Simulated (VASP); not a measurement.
# C (P1) in VASP: single point with LDA

Aim: the single point of C with LDA.

Program: VASP 6.6.1. These are calculated values, not measurements. Logs are shortened: lines on timing, memory, paths and dates and some standing lists are left out, and cuts for length are marked.

## (1) The cell of the first run

The typed cell holds 8 atoms: a = 4.332 Å, b = 4.434 Å, c = 4.476 Å, α = 67.20°, β = 66.98°, γ = 67.91°.

## (2) Single point, LDA (atoms moved at random and the cell strained at random)

The input, INCAR:

```
PREC = Accurate
ENCUT = 520
EDIFF = 1E-6
ISMEAR = 0
SIGMA = 0.05
LREAL = F
LASPH = T
NELM = 100
ALGO = Normal
ISIF = 2
LWAVE = F
LCHARG = F
NBANDS = 26
```

The input, KPOINTS:

```
Automatic mesh
0
Gamma
  6 6 6
```

The input, POSCAR:

```
C
1.0
    2.3662954641     -1.4084315836      3.3446352740
   -0.0472205660      2.8524624474      3.3943680299
   -2.4945846024     -1.4279737392      3.4304951856
C
8
Direct
    0.1409508827      0.1576411819      0.2027118172
    0.6944095022      0.1494816110      0.6421405413
    0.1443951583      0.7149327704      0.6463771470
    0.6772525670      0.6726778026      0.1359420610
    0.8155065217      0.8406500232      0.8785063873
    0.3672110519      0.8303184123      0.3153046106
    0.8392353085      0.3490898359      0.3065036707
    0.3210390077      0.2852083627      0.8725137649
```

Potentials or basis: VASP PAW LDA potentials, release 64 (C).

Command:

```console
$ cat potpaw_LDA.64/C/POTCAR > POTCAR
$ mpirun -np 1 vasp_std > vasp.out
```

OUTCAR:

```text
PREC = Accurate
   ENCUT = 520
   EDIFF = 1E-6
   ISMEAR = 0
   LREAL = F
   LASPH = T
   NELM = 100
   ISIF = 2

 ion  position               nearest neighbor table
   1  0.141  0.158  0.203-   7 1.28   8 1.38   6 1.44
   2  0.694  0.149  0.642-   5 1.43   7 1.44   8 1.58
   3  0.144  0.715  0.646-   6 1.43   5 1.45   8 1.80
   4  0.677  0.673  0.136-   5 1.17   6 1.35   7 1.40
   5  0.816  0.841  0.879-   4 1.17   2 1.43   3 1.45
   6  0.367  0.830  0.315-   4 1.35   3 1.43   1 1.44
   7  0.839  0.349  0.307-   1 1.28   4 1.40   2 1.44
   8  0.321  0.285  0.873-   1 1.38   2 1.58   3 1.80

  LATTYP: Found a triclinic cell.
 ALAT       =     4.4755288578
 B/A-ratio  =     1.0862800195
 C/A-ratio  =     0.9907246873
 COS(alpha) =     0.0215816462
 COS(beta)  =     0.3874569787
 COS(gamma) =     0.5721111051

  Lattice vectors:

 A1 = (   2.4945846024,   1.4279737392,  -3.4304951856)
 A2 = (   4.8608800665,   0.0195421556,  -0.0858599116)
 A3 = (   0.0472205660,  -2.8524624474,  -3.3943680299)

Analysis of symmetry for initial positions (statically):
=====================================================================
 Subroutine PRICEL returns:
 Original cell was already a primitive cell.

 Routine SETGRP: Setting up the symmetry group for a
 triclinic supercell.

 Subroutine GETGRP returns: Found  1 space group operations
 (whereof  1 operations were pure point group operations)
 out of a pool of  2 trial point group operations.

The static configuration has the point symmetry C_1 .

Analysis of symmetry for dynamics (positions and initial velocities):
=====================================================================
 Subroutine PRICEL returns:
 Original cell was already a primitive cell.

 Routine SETGRP: Setting up the symmetry group for a
 triclinic supercell.

 Subroutine GETGRP returns: Found  1 space group operations
 (whereof  1 operations were pure point group operations)
 out of a pool of  2 trial point group operations.

The dynamic configuration has the point symmetry C_1 .

 Subroutine INISYM returns: Found  1 space group operations
 (whereof  1 operations are pure point group operations),
 and found     1 'primitive' translations

----------------------------------------------------------------------------------------

                                     Primitive cell

  volume of cell :      70.3474

  direct lattice vectors                    reciprocal lattice vectors
     2.366295464 -1.408431584  3.344635274     0.208002324 -0.118064716  0.102109480
    -0.047220566  2.852462447  3.394368030     0.000789886  0.233996365  0.097977430
    -2.494584602 -1.427973739  3.430495186    -0.203577919 -0.116422366  0.095003653

  length of vectors
     4.332391818  4.434016928  4.475528858     0.260058820  0.253681886  0.253029308

  position of ions in fractional coordinates (direct lattice)
     0.140950883  0.157641182  0.202711817
     0.694409502  0.149481611  0.642140541
     0.144395158  0.714932770  0.646377147
     0.677252567  0.672677803  0.135942061
     0.815506522  0.840650023  0.878506387
     0.367211052  0.830318412  0.315304611
     0.839235309  0.349089836  0.306503671
     0.321039008  0.285208363  0.872513765

  ion indices of the primitive-cell ions
   primitive index   ion index
                 1           1
                 2           2
                 3           3
                 4           4
                 5           5
                 6           6
                 7           7
                 8           8

----------------------------------------------------------------------------------------

 KPOINTS: Automatic mesh

Automatic generation of k-mesh.
 Grid dimensions read from file:
 generate k-points for:    6    6    6

 Generating k-lattice:

  Cartesian coordinates                     Fractional coordinates (reciprocal lattice)
     0.034667054 -0.019677453  0.017018247     0.166666667  0.000000000  0.000000000
     0.000131648  0.038999394  0.016329572     0.000000000  0.166666667  0.000000000
    -0.033929653 -0.019403728  0.015833942     0.000000000  0.000000000  0.166666667

  Length of vectors
     0.043343137  0.042280314  0.042171551

  Shift w.r.t. Gamma in fractional coordinates (k-lattice)
     0.000000000  0.000000000  0.000000000

 Subroutine IBZKPT returns following result:
 ===========================================

 Found    112 irreducible k-points:

 Following reciprocal coordinates:
            Coordinates               Weight
  0.000000  0.000000  0.000000      1.000000
  0.166667 -0.000000  0.000000      2.000000
  0.333333 -0.000000  0.000000      2.000000
  0.500000 -0.000000 -0.000000      1.000000
  0.000000  0.166667  0.000000      2.000000
  0.166667  0.166667 -0.000000      2.000000
[... 16 lines left out ...]
  0.333333 -0.000000  0.166667      2.000000
  0.500000 -0.000000  0.166667      2.000000
 [... further k-points ...]
   k-points           NKPTS =    112   k-points in BZ     NKDIM =    112   number of bands    NBANDS=     26
   number of dos      NEDOS =    301   number of ions     NIONS =      8
   total plane-waves  NPLWV =  41472
   dimension x,y,z NGX =    32 NGY =   36 NGZ =   36
   dimension x,y,z NGXF=    64 NGYF=   72 NGZF=   72
   ions per type =               8
   NGX,Y,Z   is equivalent  to a cutoff of  12.28, 13.50, 13.37 a.u.
   NGXF,Y,Z  is equivalent  to a cutoff of  24.56, 27.00, 26.74 a.u.
 SYSTEM =  unknown system
   PREC   = accura    normal or accurate (medium, high low for compatibility)
   ISTART =      0    job   : 0-new  1-cont  2-samecut
   ICHARG =      2    charge: 1-file 2-atom 10-const
   ISPIN  =      1    spin polarized calculation?
   LNONCOLLINEAR =      F non collinear calculations
   LSORBIT =      F    spin-orbit coupling
   LASPH  =      T    aspherical Exc in radial PAW
   ENCUT  =  520.0 eV  38.22 Ry    6.18 a.u.   8.06  8.24  8.32*2*pi/ulx,y,z
   NELM   =    100;   NELMIN=  2; NELMDL= -5     # of ELM steps
   EDIFF  = 0.1E-05   stopping-criterion for ELM
   LREAL  =      F    real-space projection
   EDIFFG = 0.1E-04   stopping-criterion for IOM
   NSW    =      0    number of steps for IOM
   IBRION =     -1    ionic relax: 0-MD 1-quasi-New 2-CG
   NFREE  =      0    steps in history (QN), initial steepest desc. (CG)
   ISIF   =      2    stress and relaxation
   ISYM   =      2    0-nonsym 1-usesym 2-fastsym
   POTIM  = 0.5000    time-step for ionic-motion
   TEBEG  =    0.0;   TEEND  =   0.0 temperature during run
   PSTRESS=    0.0 pullay stress
   NELECT =      32.0000    total number of electrons
   NUPDOWN=      -1.0000    fix difference up-down
   EMIN   =  10.00;   EMAX   =-10.00  energy-range for DOS
   EFERMI =   0.00;   METHOD = LEGACY
   ISMEAR =     0;   SIGMA  =   0.05  broadening in eV -4-tet -1-fermi 0-gaus
   EFERMI_NEDOS =   21; number of points for ismear=-14 and -15
   IALGO  =     38    algorithm
   IMIX   =      4    mixing-type and parameters
     AMIX     =   0.40;   BMIX     =  1.00
     AMIX_MAG =   1.60;   BMIX_MAG =  1.00
  volume/ion in A,a.u.               =       8.79        59.34
  Fermi-wavevector in a.u.,A,eV,Ry     =   1.259047  2.379255 21.567962  1.585200
  Thomas-Fermi vector in A             =   2.392627
   LORBIT       =      0    0 simple, 1 ext, 2 COOP (PROOUT), +10 PAW based schemes
   GGA     = CA    functional components
   LHFCALC =     F    Hartree Fock is set to
   AEXX    =    0.0000 exact exchange contribution
   IVDW    =     0    specifies the selected vdW correction
   LEPSILON=     F    determine dielectric tensor
   LRPA    =     F    only Hartree local field effects (RPA)
 non-spin polarized calculation
 Gauss-broadening in eV      SIGMA  =   0.05
  energy-cutoff  :      520.00
  volume of cell :       70.35
 maximum number of plane-waves:      1908
   NGX = 17   NGY = 17   NGZ = 17

 number of electron      32.0000002 magnetization

 Free energy of the ion-electron system (eV)
  ---------------------------------------------------
  ext. energy  EPLUGINS =         0.00000000
  ---------------------------------------------------
  free energy    TOTEN  =       -73.61998046 eV

  energy without entropy =      -73.61998046  energy(sigma->0) =      -73.61998046

 E-fermi :   4.5504     XC(G=0): -10.7288

 val. band max:        4.2985317537   @ k =   0.5000   0.0000   0.3333
 cond. band min:       4.9004673526   @ k =   0.0000   0.0000   0.0000
 fundamental gap:      0.6019355988
 Fermi energy:         4.5503641300

 k-point     1 :       0.0000    0.0000    0.0000
  band No.  band energies     occupation
      1     -15.4675      2.00000
      2     -11.2994      2.00000
      3      -9.9088      2.00000
      4      -9.8027      2.00000
      5      -8.8257      2.00000
      6      -8.0745      2.00000
[... 18 lines left out ...]
     25      15.4146      0.00000
     26      15.6423      0.00000

 k-point     2 :       0.1667   -0.0000    0.0000
  band No.  band energies     occupation
      1     -15.3115      2.00000
      2     -11.8910      2.00000
      3     -10.3016      2.00000
      4      -9.7689      2.00000
      5      -8.2736      2.00000
      6      -7.8314      2.00000
[... 18 lines left out ...]
     25      15.0936      0.00000
     26      15.5486      0.00000

 k-point     3 :       0.3333   -0.0000    0.0000
  band No.  band energies     occupation
      1     -14.8687      2.00000
      2     -12.9060      2.00000
      3     -10.6690      2.00000
      4     -10.0812      2.00000
      5      -7.1332      2.00000
      6      -6.8199      2.00000
[... 18 lines left out ...]
     25      13.6672      0.00000
     26      14.2597      0.00000

 k-point     4 :       0.5000   -0.0000   -0.0000
  band No.  band energies     occupation
      1     -14.4221      2.00000
      2     -13.5740      2.00000
      3     -10.8004      2.00000
      4     -10.2241      2.00000
      5      -6.1697      2.00000
      6      -5.7393      2.00000
[... 18 lines left out ...]
     25      14.5064      0.00000
     26      15.2211      0.00000

 k-point     5 :       0.0000    0.1667    0.0000
  band No.  band energies     occupation
      1     -15.3151      2.00000
      2     -11.9824      2.00000
      3     -10.1215      2.00000
      4      -9.4687      2.00000
      5      -8.7397      2.00000
      6      -7.9015      2.00000
[... 18 lines left out ...]
     25      14.9371      0.00000
     26      15.5284      0.00000

 k-point     6 :       0.1667    0.1667   -0.0000
  band No.  band energies     occupation
      1     -15.2991      2.00000
      2     -11.8177      2.00000
      3     -10.2336      2.00000
      4     -10.0544      2.00000
      5      -8.3178      2.00000
      6      -7.5078      2.00000
[... 427 lines left out ...]
 k-point    21 :      -0.0000   -0.0000    0.1667
  band No.  band energies     occupation
      1     -15.3243      2.00000
      2     -11.8238      2.00000
      3     -10.2112      2.00000
      4     -10.0480      2.00000
      5      -8.2730      2.00000
      6      -7.5448      2.00000
[... 18 lines left out ...]
     25      15.0036      0.00000
     26      15.0813      0.00000

 k-point    22 :       0.1667    0.0000    0.1667
  band No.  band energies     occupation
      1     -15.2937      2.00000
      2     -11.9588      2.00000
      3     -10.1947      2.00000
      4      -9.4654      2.00000
      5      -8.7596      2.00000
      6      -7.8595      2.00000
[... 18 lines left out ...]
     25      14.9082      0.00000
     26      15.1543      0.00000

 k-point    23 :       0.3333   -0.0000    0.1667
  band No.  band energies     occupation
      1     -14.9661      2.00000
      2     -12.6810      2.00000
      3     -10.8358      2.00000
      4      -9.1199      2.00000
      5      -8.5338      2.00000
      6      -6.9277      2.00000
[... 18 lines left out ...]
     25      13.6066      0.00000
     26      14.7473      0.00000

 k-point    24 :       0.5000   -0.0000    0.1667
  band No.  band energies     occupation
      1     -14.4381      2.00000
      2     -13.4509      2.00000
      3     -11.3909      2.00000
      4      -9.2769      2.00000
      5      -7.3513      2.00000
      6      -5.6816      2.00000
[... 18 lines left out ...]
     25      13.5389      0.00000
     26      14.6066      0.00000

 [... further k-points ...]

------------------------ aborting loop because EDIFF is reached ----------------------------------------

  FORCE on cell =-STRESS in cart. coord.  units (eV):
  Direction    XX          YY          ZZ          XY          YZ          ZX
  --------------------------------------------------------------------------------------
  -------------------------------------------------------------------------------------
  Total       14.6817327      9.9360466     -0.4201921      1.5519239      0.9385670      2.6421458
  in kB      334.3795527    226.2955542     -9.5699637     35.3453931     21.3760606     60.1754272
  external PRESSURE =     183.7017144 kB  Pullay stress =       0.0000000 kB

 VOLUME and BASIS-vectors are now :
 -----------------------------------------------------------------------------
  energy-cutoff  :      520.00
  volume of cell :       70.35
      direct lattice vectors                 reciprocal lattice vectors
     2.366295464 -1.408431584  3.344635274     0.208002324 -0.118064716  0.102109480
    -0.047220566  2.852462447  3.394368030     0.000789886  0.233996365  0.097977430
    -2.494584602 -1.427973739  3.430495186    -0.203577919 -0.116422366  0.095003653

 POSITION                                       TOTAL-FORCE (eV/Angst)
 -----------------------------------------------------------------------------------
     -0.17959     -0.03832      1.70192        10.884622     -2.316082     -0.043646
      0.03425     -1.46860      5.03280        -8.994121      3.657031      0.939998
     -1.30452      0.91294      5.12709         0.245805     -9.424742      0.144051
      1.23170      0.77080      5.01483       -12.941001     -9.230653     -0.677387
     -0.30148     -0.00515      8.59476        21.441970     10.330720     -0.102842
      0.04317      1.40101      5.12824        -9.722196      1.880766     -0.419217
      1.20480     -0.62392      5.04333        -7.275991     -1.726046     -0.150161
     -1.43035     -0.88454      5.03501         6.360913      6.829006      0.309204
 -----------------------------------------------------------------------------------
    total drift:                                0.000269     -0.000097     -0.000038

  FREE ENERGIE OF THE ION-ELECTRON SYSTEM (eV)
  ---------------------------------------------------
  free  energy   TOTEN  =       -73.6199804563 eV

  energy  without entropy=      -73.6199804563  energy(sigma->0) =      -73.61998046
```

Run time: 67 s. Hardware: 1 thread of Intel Xeon 6975P-C (Granite Rapids), shared host; peak memory 0.24 GiB.

What came out:

- Free energy: -73.6200 eV
- Pressure: 18.4 GPa
- Largest force: 23.801 eV/Å

Forces in eV/Å, atoms in the order of the input:
```
C    10.885  -2.316  -0.044
C    -8.994   3.657   0.940
C     0.246  -9.425   0.144
C   -12.941  -9.231  -0.677
C    21.442  10.331  -0.103
C    -9.722   1.881  -0.419
C    -7.276  -1.726  -0.150
C     6.361   6.829   0.309
```

Caveat: the cell differs from its parent crystal (atoms moved at random and the cell strained at random); the cell stands under pressure; forces of over 1 eV/Å act on the atoms, so gaps and moduli don't describe the material at rest.
